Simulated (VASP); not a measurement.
# Te (P3_121) in VASP: notebook, part 2 of 2

VASP 6.6.1.

### 3 Relaxation of volume and atoms at fixed shape, r2SCAN

This run uses another cell than the first one, of 33.93 Å³/atom.

Contents of POSCAR:

```
Te
1.0
    4.4540000000      0.0000000000      0.0000000000
   -2.2270000000      3.8572770000      0.0000000000
    0.0000000000      0.0000000000      5.9240000000
Te
3
Direct
    0.2690000000      0.0000000000      0.3333333333
    0.0000000000      0.2690000000      0.6666666667
    0.7310000000      0.7310000000      0.0000000000
```

Contents of INCAR.step1:

```
PREC = Accurate
ENCUT = 600
ISMEAR = 0
SIGMA = 0.02
LREAL = F
LASPH = T
NELM = 60
GGA = PE
ALGO = Normal
EDIFF = 1E-4
LWAVE = T
LCHARG = F
```

Contents of INCAR.step2:

```
PREC = Accurate
ENCUT = 600
EDIFF = 1E-6
ISMEAR = 0
SIGMA = 0.02
LREAL = F
LASPH = T
NELM = 60
ALGO = Normal
ISIF = 8
LWAVE = F
LCHARG = F
METAGGA = R2SCAN
LMIXTAU = T
IBRION = 2
NSW = 60
EDIFFG = -0.02
ISTART = 1
```

Contents of KPOINTS:

```
Automatic mesh
0
Gamma
  5 5 3
```

Potentials or basis: VASP PAW PBE potentials, release 64 (Te).

Launch:

```bash
cat potpaw_PBE.64/Te/POTCAR > POTCAR
cp INCAR.step1 INCAR
mpirun -np 1 vasp_std > vasp.out
cp INCAR.step2 INCAR
mpirun -np 1 vasp_std > vasp.out
```

OUTCAR:

```text
PREC = Accurate
   ENCUT = 600
   EDIFF = 1E-6
   ISMEAR = 0
   LREAL = F
   LASPH = T
   NELM = 60
   ISIF = 8
   METAGGA = R2SCAN
   IBRION = 2
   NSW = 60
   EDIFFG = -0.02
   ISTART = 1

 ion  position               nearest neighbor table
   1  0.269  0.000  0.333-   3 2.86   2 2.86   3 3.47   2 3.47   3 3.47   2 3.47
   2  0.000  0.269  0.667-   3 2.86   1 2.86   1 3.47   3 3.47   3 3.47   1 3.47
   3  0.731  0.731  0.000-   2 2.86   1 2.86   1 3.47   2 3.47   2 3.47   1 3.47

  LATTYP: Found a hexagonal cell.
 ALAT       =     4.4540000000
 C/A-ratio  =     1.3300404131

  Lattice vectors:

 A1 = (   4.4540000000,   0.0000000000,   0.0000000000)
 A2 = (  -2.2270000000,   3.8572770000,   0.0000000000)
 A3 = (   0.0000000000,   0.0000000000,   5.9240000000)

Analysis of symmetry for initial positions (statically):
=====================================================================
 Subroutine PRICEL returns:
 Original cell was already a primitive cell.

 Routine SETGRP: Setting up the symmetry group for a
 hexagonal supercell.

 Subroutine GETGRP returns: Found  6 space group operations
 (whereof  2 operations were pure point group operations)
 out of a pool of 24 trial point group operations.

The static configuration has the point symmetry C_2 .
 The point group associated with its full space group is D_3 .

Analysis of symmetry for dynamics (positions and initial velocities):
=====================================================================
 Subroutine PRICEL returns:
 Original cell was already a primitive cell.

 Routine SETGRP: Setting up the symmetry group for a
 hexagonal supercell.

 Subroutine GETGRP returns: Found  6 space group operations
 (whereof  2 operations were pure point group operations)
 out of a pool of 24 trial point group operations.

The dynamic configuration has the point symmetry C_2 .
 The point group associated with its full space group is D_3 .

 Subroutine INISYM returns: Found  6 space group operations
 (whereof  2 operations are pure point group operations),
 and found     1 'primitive' translations

----------------------------------------------------------------------------------------

                                     Primitive cell

  volume of cell :     101.7762

  direct lattice vectors                    reciprocal lattice vectors
     4.454000000  0.000000000  0.000000000     0.224517288  0.129625122  0.000000000
    -2.227000000  3.857277000  0.000000000     0.000000000  0.259250243  0.000000000
     0.000000000  0.000000000  5.924000000     0.000000000  0.000000000  0.168804862

  length of vectors
     4.454000000  4.453999871  5.924000000     0.259250236  0.259250243  0.168804862

  position of ions in fractional coordinates (direct lattice)
     0.269000000  0.000000000  0.333333333
     1.000000000  0.269000000  0.666666667
     0.731000000  0.731000000  0.000000000

  ion indices of the primitive-cell ions
   primitive index   ion index
                 1           1
                 2           2
                 3           3

----------------------------------------------------------------------------------------

 KPOINTS: Automatic mesh

Automatic generation of k-mesh.
 Grid dimensions read from file:
 generate k-points for:    5    5    3

 Generating k-lattice:

  Cartesian coordinates                     Fractional coordinates (reciprocal lattice)
[... 31 lines left out ...]
   total plane-waves  NPLWV =  62208
   dimension x,y,z NGX =    36 NGY =   36 NGZ =   48
   dimension x,y,z NGXF=    72 NGYF=   72 NGZF=   96
   ions per type =               3
   NGX,Y,Z   is equivalent  to a cutoff of  13.44, 13.44, 13.47 a.u.
   NGXF,Y,Z  is equivalent  to a cutoff of  26.87, 26.87, 26.94 a.u.
 SYSTEM =  unknown system
   PREC   = accura    normal or accurate (medium, high low for compatibility)
   ISTART =      1    job   : 0-new  1-cont  2-samecut
   ICHARG =      0    charge: 1-file 2-atom 10-const
   ISPIN  =      1    spin polarized calculation?
   LNONCOLLINEAR =      F non collinear calculations
   LSORBIT =      F    spin-orbit coupling
   LASPH  =      T    aspherical Exc in radial PAW
   ENCUT  =  600.0 eV  44.10 Ry    6.64 a.u.   8.90  8.90 11.83*2*pi/ulx,y,z
   NELM   =     60;   NELMIN=  2; NELMDL=  0     # of ELM steps
   EDIFF  = 0.1E-05   stopping-criterion for ELM
   LREAL  =      F    real-space projection
   EDIFFG = -.2E-01   stopping-criterion for IOM
   NSW    =     60    number of steps for IOM
   IBRION =      2    ionic relax: 0-MD 1-quasi-New 2-CG
   NFREE  =      1    steps in history (QN), initial steepest desc. (CG)
   ISIF   =      8    stress and relaxation
   ISYM   =      2    0-nonsym 1-usesym 2-fastsym
   POTIM  = 0.5000    time-step for ionic-motion
   TEBEG  =    0.0;   TEEND  =   0.0 temperature during run
   PSTRESS=    0.0 pullay stress
   NELECT =      18.0000    total number of electrons
   NUPDOWN=      -1.0000    fix difference up-down
   EMIN   =  10.00;   EMAX   =-10.00  energy-range for DOS
   EFERMI =   0.00;   METHOD = LEGACY
   ISMEAR =     0;   SIGMA  =   0.02  broadening in eV -4-tet -1-fermi 0-gaus
   EFERMI_NEDOS =   21; number of points for ismear=-14 and -15
   IALGO  =     38    algorithm
   IMIX   =      4    mixing-type and parameters
     AMIX     =   0.40;   BMIX     =  1.00
     AMIX_MAG =   1.60;   BMIX_MAG =  1.00
  volume/ion in A,a.u.               =      33.93       228.94
  Fermi-wavevector in a.u.,A,eV,Ry     =   0.918933  1.736531 11.489263  0.844437
  Thomas-Fermi vector in A             =   2.044070
   LORBIT       =      0    0 simple, 1 ext, 2 COOP (PROOUT), +10 PAW based schemes
   METAGGA = R2SCAN    functional components
   LHFCALC =     F    Hartree Fock is set to
   AEXX    =    0.0000 exact exchange contribution
   IVDW    =     0    specifies the selected vdW correction
   LEPSILON=     F    determine dielectric tensor
   LRPA    =     F    only Hartree local field effects (RPA)
 conjugate gradient relaxation of ions
 non-spin polarized calculation
 Gauss-broadening in eV      SIGMA  =   0.02
  energy-cutoff  :      600.00
  volume of cell :      101.78
 maximum number of plane-waves:      3410
 NGX is ok and might be reduce to    36
   NGX = 17   NGY = 17   NGZ = 23

--------------------------------------- Ionic step        1  -------------------------------------------

 number of electron      17.9999999 magnetization

 Free energy of the ion-electron system (eV)
  ---------------------------------------------------
  ext. energy  EPLUGINS =         0.00000000
  ---------------------------------------------------
  free energy    TOTEN  =       -76.22083635 eV

  energy without entropy =      -76.22083635  energy(sigma->0) =      -76.22083635

------------------------ aborting loop because EDIFF is reached ----------------------------------------

  FORCE on cell =-STRESS in cart. coord.  units (eV):
  Direction    XX          YY          ZZ          XY          YZ          ZX
  --------------------------------------------------------------------------------------
  -------------------------------------------------------------------------------------
  Total        0.6076056      0.6076056      0.5832450     -0.0000000      0.0000000      0.0000000
  in kB        9.5650288      9.5650281      9.1815405     -0.0000000      0.0000000      0.0000000
  external PRESSURE =       9.4371991 kB  Pullay stress =       0.0000000 kB
[... 92 lines left out ...]
  FREE ENERGIE OF THE ION-ELECTRON SYSTEM (eV)
  ---------------------------------------------------
  free  energy   TOTEN  =       -76.2270885285 eV

  energy  without entropy=      -76.2270885285  energy(sigma->0) =      -76.22708853

[... ionic steps 4 to 7 ...]

--------------------------------------- Ionic step        8  -------------------------------------------

 number of electron      18.0000000 magnetization

------------------------ aborting loop because EDIFF is reached ----------------------------------------
[... 69 lines left out ...]
--------------------------------------- Ionic step       10  -------------------------------------------

 number of electron      18.0000000 magnetization

 Free energy of the ion-electron system (eV)
  ---------------------------------------------------
  ext. energy  EPLUGINS =         0.00000000
  ---------------------------------------------------
  free energy    TOTEN  =       -76.23685935 eV

  energy without entropy =      -76.23685935  energy(sigma->0) =      -76.23685935

 E-fermi :   4.9432     XC(G=0):  -9.2798

 val. band max:        4.8256742363   @ k =   0.4000   0.2000   0.3333
 cond. band min:       6.0201013141   @ k =   0.0000   0.0000   0.3333
 fundamental gap:      1.1944270778
 Fermi energy:         4.9431850209

 k-point     1 :       0.0000    0.0000    0.0000
  band No.  band energies     occupation
      1      -8.7000      2.00000
      2      -5.3163      2.00000
      3      -5.3163      2.00000
      4       2.1375      2.00000
      5       2.3674      2.00000
      6       2.3674      2.00000
      7       3.6188      2.00000
      8       3.6188      2.00000
      9       4.5575      2.00000
     10       6.3843      0.00000
     11       6.3843      0.00000
     12       7.0963      0.00000
     13      10.6303      0.00000
[... 204 lines left out ...]
  FREE ENERGIE OF THE ION-ELECTRON SYSTEM (eV)
  ---------------------------------------------------
  free  energy   TOTEN  =       -76.2368593548 eV

  energy  without entropy=      -76.2368593548  energy(sigma->0) =      -76.23685935

 reached required accuracy - stopping structural energy minimisation
```

OUTCAR.step1:

```text
PREC = Accurate
   ENCUT = 600
   ISMEAR = 0
   LREAL = F
[... 406 lines left out ...]
      1.19813      0.00000      1.97467         0.171582      0.000000     -0.000000
     -0.59906      1.03761      3.94933        -0.085791      0.148594     -0.000000
      1.62794      2.81967      0.00000        -0.085791     -0.148594      0.000000
 -----------------------------------------------------------------------------------
    total drift:                                0.000000     -0.000000      0.000000

  FREE ENERGIE OF THE ION-ELECTRON SYSTEM (eV)
  ---------------------------------------------------
  free  energy   TOTEN  =        -9.4128297899 eV

  energy  without entropy=       -9.4128297899  energy(sigma->0) =       -9.41282979
```

OSZICAR.step1:

```text
N       E                     dE             d eps       ncg     rms          rms(c)
DAV:   1     0.855497344585E+02    0.85550E+02   -0.70808E+03   312   0.124E+03
DAV:   2    -0.330442177776E+01   -0.88854E+02   -0.84978E+02   445   0.159E+02
DAV:   3    -0.931902326226E+01   -0.60146E+01   -0.59739E+01   387   0.482E+01
DAV:   4    -0.942799737421E+01   -0.10897E+00   -0.10882E+00   371   0.774E+00
DAV:   5    -0.943011380995E+01   -0.21164E-02   -0.21164E-02   385   0.113E+00    0.123E+01
DAV:   6    -0.941521382644E+01    0.14900E-01   -0.19737E-02   327   0.965E-01    0.779E+00
DAV:   7    -0.941345954511E+01    0.17543E-02   -0.40977E-02   317   0.142E+00    0.324E-01
DAV:   8    -0.941279457148E+01    0.66497E-03   -0.74952E-03   312   0.555E-01    0.145E-01
DAV:   9    -0.941282978989E+01   -0.35218E-04   -0.20172E-04   305   0.111E-01
   1 F= -.94128298E+01 E0= -.94128298E+01  d E =-.295777E-11
```

It took 4 min on 1 thread of Intel Xeon 6975P-C (Granite Rapids), shared host; peak memory 0.26 GiB.

Results:

- Free energy: -76.2369 eV
- Relaxed volume: 35.44 Å³/atom
- Relaxed cell: a = 4.519 Å, b = 4.519 Å, c = 6.011 Å, α = 90.00°, β = 90.00°, γ = 120.00°
- Space group after relaxing (to 0.1 Å): P3_121 (No. 152)
- Energy gained by relaxing: 5.3 meV/atom
- Ionic steps: 10
- Pressure after relaxing: 0.0 GPa
- Band gap on the k mesh: 1.19 eV (least direct gap 1.45 eV)

Step by step:
```tsv
step	energy change (eV)	largest force (eV/Å)	pressure (GPa)	volume (Å³)
1	0.0000	0.0502	0.94	101.78
2	-0.0053	0.1874	-0.42	104.75
3	-0.0063	0.1495	-0.05	103.90
4	-0.0091	0.1260	-0.04	104.25
5	-0.0148	0.0475	0.03	105.31
6	-0.0111	0.1466	0.32	107.44
7	-0.0159	0.0089	0.11	105.96
8	-0.0159	0.0125	0.14	106.01
9	-0.0155	0.0299	-0.27	107.05
10	-0.0160	0.0001	0.00	106.31
```

Final structure:
```
Te
1.0
     4.51919    0.00000    0.00000
    -2.25960    3.91373    0.00000
     0.00000    0.00000    6.01071
Te
3
Direct
  0.25880 0.00000 0.33333
  0.00000 0.25880 0.66667
  0.74120 0.74120 0.00000
```

Caveat: the PAW data sets were made with another functional, which shifts forces and pressure a little; spin-orbit coupling is left out, which moves the levels of the heavy elements. A k mesh can miss the band edges.
